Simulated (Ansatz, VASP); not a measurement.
**Two plane-wave programs on Sc12H**

```
Sc H
1.0
     6.62000    0.00000    0.00000
    -4.96500    8.59963    0.00000
     0.00000    0.00000    5.27614
Sc H
12 1
Cartesian
  -0.0270 -0.0010 0.0204
  0.0333 1.9059 2.6632
  -1.6829 2.8764 0.0168
  -1.6190 4.7661 2.6521
  -3.3395 5.7474 0.0133
  -3.2886 7.6335 2.6445
  3.2887 0.0091 -0.0764
  3.3412 1.9269 2.6478
  1.6324 2.8729 0.0213
  1.6753 4.7598 2.6503
  -0.0285 5.7478 0.0197
  0.0347 7.6262 2.6517
  3.3394 0.0017 3.1536
```

Alike in both runs: functional PBEsol; k mesh 2 × 1 × 2; occupations fermi-dirac, width 0.15 eV; no spin polarisation.

Ansatz relaxed the structure, and its values are those at the end. VASP's run is a single point on that final structure, the one shown.

|  | VASP | Ansatz |
| --- | --- | --- |
| version | VASP 6.6.1 | Ansatz 0.2.0 |
| potentials or method | VASP PAW PBE potentials, release 64 (Sc_sv, H), cutoff 520 eV | scalar-relativistic, plane waves, PAW |
| valence electrons in the cell | 133 | 133 |

Ansatz gave:

* rms of the force components (eV/Å): 0.015

Question: Estimate VASP's values.

Answer: rms of the force components (eV/Å): 0.016.

VASP's potentials were made for PBE, not for PBEsol.

The k mesh is coarse, so the values compare programs but aren't converged.
